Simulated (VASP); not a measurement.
Cl: single point with PBEsol

The system is Cl.

```
CELL_PARAMETERS angstrom
4.07404 0.00000 0.00000
-2.03702 3.52822 0.00000
0.00000 0.00000 6.54702
ATOMIC_POSITIONS crystal
Cl 0.08138 0.00000 0.33333
Cl 0.00000 0.08138 0.66667
Cl 0.91862 0.91862 0.00000
```

```
Program                : VASP 6.6.1
Task                   : single point
Functional             : PBEsol
Potentials or basis    : VASP PAW PBE potentials, release 64 (Cl)
Cutoff                 : 500 eV
k mesh                 : 12 × 12 × 10
Occupations            : gaussian, width 0.1 eV
Spin                   : no spin polarisation
Dipole correction      : no
Further INCAR settings : ALGO = Normal; EDIFF = 1e-06; NBANDS = 18
```

```yaml
Pressure: -0.1 GPa
Largest_force: 0.007 eV/Å
Band_gap_on_the_k_mesh: zero (an odd number of electrons rules out a gap without spin polarisation)
```

Forces on the atoms (eV/Å):
```
Cl  -0.007  0.000  0.000
Cl   0.004 -0.006  0.000
Cl   0.004  0.006  0.000
```

Levels at points of the mesh, in eV from the Fermi level:
| k point | band 7 | band 8 | band 9 | band 10 | band 11 | band 12 | band 13 | band 14 |
| --- | --- | --- | --- | --- | --- | --- | --- | --- |
| (0.00, 0.00, 0.00) | -2.85 | -1.61 | -1.20 | -0.86 | -0.86 | 3.97 | 5.21 | 7.93 |
| (0.50, 0.00, 0.00) | -3.07 | -1.99 | -1.77 | -1.15 | -1.03 | 3.85 | 7.04 | 9.17 |
| (0.00, 0.00, 0.50) | -2.51 | -2.29 | -0.71 | -0.71 | 1.35 | 1.35 | 5.94 | 5.94 |
| (0.50, 0.00, 0.50) | -2.83 | -2.67 | -1.09 | -0.82 | 1.28 | 1.38 | 7.47 | 7.91 |

Run time: 4.1 min on 1 thread of Oxide Virtual Turin-like Processor (shared host), peak memory 0.28 GiB.

Caveat: the PAW data sets were made with another functional, which shifts forces and pressure a little; this functional lacks dispersion, which binds layers or chains, so the pressure and a relaxed spacing across them are unreliable; an odd number of electrons without spin polarisation forces a metal; a magnetic or distorted state may lie lower.
